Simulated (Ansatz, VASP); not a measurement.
**One calculation of MgO, two programs**

```
Mg O
1.0
     0.00000    2.10217    2.10217
     2.10217    0.00000    2.10217
     2.10217    2.10217    0.00000
Mg O
1 1
Cartesian
  0.0000 0.0000 0.0000
  2.1022 2.1022 2.1022
```

Alike in both runs: task single point; functional r2SCAN; k mesh 8 × 8 × 8; occupations methfessel-paxton of order 1, width 0.001 eV; no spin polarisation.

```csv
,VASP,Ansatz
version,VASP 6.6.1,Ansatz 0.2.0
potentials or method,"VASP PAW PBE potentials, release 64 (Mg_sv, O)",plane waves
plane-wave cutoff (eV),920,500
valence electrons in the cell,16,16
```

```csv
,VASP,Ansatz,Ansatz less VASP
gap on the k mesh at the Fermi level (eV),5.70,5.68,-0.016
pressure (GPa),0.5,0.0,-0.48
```

VASP's potentials were made for PBE, not for r2SCAN.
